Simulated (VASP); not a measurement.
# Hf2TiN3 (P-3m1) in VASP: a series of runs, part 2 of 2

VASP 6.6.1.

## (3) Single point, PBE (volume scaled by 1.06, then relaxed in part)

INCAR

```
ALGO = Normal
EDIFF = 1E-6
ENCUT = 520
GGA = PE
ISIF = 2
ISMEAR = 0
LASPH = True
LCHARG = False
LREAL = False
LWAVE = False
NBANDS = 32
NELM = 80
PREC = Accurate
SIGMA = 0.1
```

KPOINTS

```
k-points
0
Gamma
  12 12 6
```

POSCAR

```
Hf2TiN3
1.0
    3.2271407134      0.0000000000      0.0000000000
   -1.6135703567      2.7947858394      0.0000000000
    0.0000000000      0.0000000000      7.8188678989
Hf Ti N
2 1 3
Direct
    0.3333333333      0.6666666667      0.6762439972
    0.6666666667      0.3333333333      0.3237560028
    0.0000000000      0.0000000000      0.0000000000
    0.6666666667      0.3333333333      0.8396792944
    0.0000000000      0.0000000000      0.5000000000
    0.3333333333      0.6666666667      0.1603207056
```

Potentials or basis: VASP PAW PBE potentials, release 64 (Hf_pv, Ti_sv, N).

Command:

```
$ cat potpaw_PBE.64/Hf_pv/POTCAR potpaw_PBE.64/Ti_sv/POTCAR potpaw_PBE.64/N/POTCAR > POTCAR
$ mpirun -np 1 vasp_std > vasp.out
```

OUTCAR:

```text
EDIFF = 1E-6
   ENCUT = 520
   GGA = PE
   ISIF = 2
   ISMEAR = 0
   LASPH = True
   LREAL = False
   NELM = 80
   PREC = Accurate

 ion  position               nearest neighbor table
   1  0.333  0.667  0.676-   4 2.26   4 2.26   4 2.26   5 2.32   5 2.32   5 2.32   3 3.14   3 3.14
                             3 3.14   2 3.33   2 3.33   2 3.33
   2  0.667  0.333  0.324-   6 2.26   6 2.26   6 2.26   5 2.32   5 2.32   5 2.32   3 3.14   3 3.14
                             3 3.14   1 3.33   1 3.33   1 3.33
   3  0.000  0.000  0.000-   4 2.25   6 2.25   4 2.25   6 2.25   4 2.25   6 2.25   1 3.14   2 3.14
                             1 3.14   2 3.14   2 3.14   1 3.14
   4  0.667  0.333  0.840-   3 2.25   3 2.25   3 2.25   1 2.26   1 2.26   1 2.26
   5  0.000  0.000  0.500-   1 2.32   2 2.32   2 2.32   1 2.32   2 2.32   1 2.32
   6  0.333  0.667  0.160-   3 2.25   3 2.25   3 2.25   2 2.26   2 2.26   2 2.26

  LATTYP: Found a hexagonal cell.
 ALAT       =     3.2271407134
 C/A-ratio  =     2.4228469079

  Lattice vectors:

 A1 = (   3.2271407134,   0.0000000000,   0.0000000000)
[... 181 lines left out ...]
  free energy    TOTEN  =       -62.86377315 eV

  energy without entropy =      -62.85292368  energy(sigma->0) =      -62.85834842

 E-fermi :   8.4483     XC(G=0): -12.3931

 val. band max:        8.4406596786   @ k =   0.3333  -0.0000   0.0000
 cond. band min:       8.4524344390   @ k =   0.0000   0.0833   0.3333
 fundamental gap:      0.0117747604
 Fermi energy:         8.4482566953

 k-point     1 :       0.0000    0.0000    0.0000
  band No.  band energies     occupation
      1     -49.4572      2.00000
      2     -25.7747      2.00000
      3     -25.6050      2.00000
      4     -25.6050      2.00000
      5     -23.4511      2.00000
      6     -23.0974      2.00000
[... 829 lines left out ...]
     31      11.1284      0.00000
     32      11.5435      0.00000

 [... further k-points ...]
[... 5 lines left out ...]
  --------------------------------------------------------------------------------------
  -------------------------------------------------------------------------------------
  Total       -6.4395420     -6.4395420     -6.4690294      0.0000000      0.0000000     -0.0000000
  in kB     -146.3036791   -146.3036791   -146.9736224      0.0000000      0.0000000     -0.0000000
  external PRESSURE =    -146.5269936 kB  Pullay stress =       0.0000000 kB

 VOLUME and BASIS-vectors are now :
 -----------------------------------------------------------------------------
  energy-cutoff  :      520.00
  volume of cell :       70.52
      direct lattice vectors                 reciprocal lattice vectors
     3.227140713  0.000000000  0.000000000     0.309871830  0.178904585  0.000000000
    -1.613570357  2.794785839  0.000000000     0.000000000  0.357809169  0.000000000
     0.000000000  0.000000000  7.818867899     0.000000000  0.000000000  0.127895753

 POSITION                                       TOTAL-FORCE (eV/Angst)
 -----------------------------------------------------------------------------------
     -0.00000      1.86319      5.28746        -0.000000      0.000000     -0.005255
      1.61357      0.93160      2.53141         0.000000     -0.000000      0.005255
      0.00000      0.00000      0.00000         0.000000      0.000000      0.000000
      1.61357      0.93160      6.56534         0.000000     -0.000000     -0.126041
      0.00000      0.00000      3.90943         0.000000      0.000000      0.000000
     -0.00000      1.86319      1.25353        -0.000000      0.000000      0.126041
 -----------------------------------------------------------------------------------
    total drift:                               -0.000000      0.000000      0.000000

  FREE ENERGIE OF THE ION-ELECTRON SYSTEM (eV)
  ---------------------------------------------------
  free  energy   TOTEN  =       -62.8637731548 eV

  energy  without entropy=      -62.8529236826  energy(sigma->0) =      -62.85834842
```

Wall time 2.4 min (1 thread of Intel Xeon 6975P-C (Granite Rapids), shared host); peak memory 0.33 GiB.

What came out:

- Free energy: -62.8638 eV
- Pressure: -14.7 GPa
- Largest force: 0.126 eV/Å

Forces on the atoms (eV/Å):
```
Hf   0.000  0.000 -0.005
Hf   0.000  0.000  0.005
Ti   0.000  0.000  0.000
N    0.000  0.000 -0.126
N    0.000  0.000  0.000
N    0.000  0.000  0.126
```

Caveat: spin-orbit coupling is left out, which moves the levels of the heavy elements.

## (4) Single point, PBE (volume scaled by 1.10, then relaxed in part)

INCAR

```
PREC = Accurate ; ENCUT = 520
EDIFF = 1E-6 ; ISMEAR = 0
SIGMA = 0.1 ; LREAL = F
LASPH = T ; NELM = 60
ALGO = Normal ; ISIF = 2
LWAVE = F ; LCHARG = F
GGA = PE ; NBANDS = 32
```

KPOINTS

```
Automatic mesh
0
Gamma
  12 12 6
```

POSCAR

```
Hf2TiN3
1.0
    3.2680016017      0.0000000000      0.0000000000
   -1.6340008008      2.8301724067      0.0000000000
    0.0000000000      0.0000000000      7.9122860365
Hf Ti N
2 1 3
Direct
    0.3333333333      0.6666666667      0.6766157469
    0.6666666667      0.3333333333      0.3233842531
    0.0000000000      0.0000000000      0.0000000000
    0.6666666667      0.3333333333      0.8376115978
    0.0000000000      0.0000000000      0.5000000000
    0.3333333333      0.6666666667      0.1623884022
```

Command:

```
$ cat potpaw_PBE.64/Hf_pv/POTCAR potpaw_PBE.64/Ti_sv/POTCAR potpaw_PBE.64/N/POTCAR > POTCAR
$ mpirun -np 1 vasp_std > vasp.out
```

Run time: 2.9 min. Hardware: 1 thread of Intel Xeon 6975P-C (Granite Rapids), shared host; peak memory 0.34 GiB.

Results (log left out):

```
Free energy   : -62.5701 eV
Pressure      : -21.2 GPa
Largest force : 0.118 eV/Å
```

Forces in eV/Å, atoms in the order of the input:
```
Hf   0.000  0.000  0.002
Hf   0.000  0.000 -0.002
Ti   0.000  0.000  0.000
N    0.000  0.000 -0.118
N    0.000  0.000  0.000
N    0.000  0.000  0.118
```

Levels at points of the mesh, in eV from the Fermi level:
```csv
k point,band 20,band 21,band 22,band 23,band 24,band 25,band 26,band 27,band 28,band 29
"(0.00, 0.00, 0.00)",-2.57,-2.57,-2.53,-0.44,-0.44,-0.27,0.92,0.98,0.98,1.59
"(0.50, 0.00, 0.00)",-4.80,-3.40,-3.38,-2.96,0.66,0.95,1.32,1.48,2.11,2.97
"(0.00, 0.00, 0.50)",-3.84,-3.47,-3.47,-0.14,-0.14,-0.11,0.41,0.74,0.74,1.83
"(0.50, 0.00, 0.50)",-4.41,-4.16,-3.85,-1.62,-1.18,1.32,1.44,2.36,2.46,3.02
```

Caveat: spin-orbit coupling is left out, which moves the levels of the heavy elements.

## (5) Overview

```csv
cell,gap on the mesh (eV),pressure (GPa),largest force (eV/Å)
"a = 3.196, b = 3.196, c = 7.745 Å, angles 90.0, 90.0, 120.0°, 6 atoms",none,-8.7,0.13
"a = 3.227, b = 3.227, c = 7.819 Å, angles 90.0, 90.0, 120.0°, 6 atoms",none,-14.7,0.13
"a = 3.268, b = 3.268, c = 7.912 Å, angles 90.0, 90.0, 120.0°, 6 atoms",none,-21.2,0.12
```

Alike in all rows: task single point; level PBE; potentials or basis VASP PAW PBE potentials, release 64 (Hf_pv, Ti_sv, N); no spin polarisation; k mesh 12 × 12 × 6; cutoff (eV) 520; smearing gaussian 0.1 eV.

Caveats: spin-orbit coupling is left out, which moves the levels of the heavy elements.

Absolute energies hang on the potentials; compare differences alone.
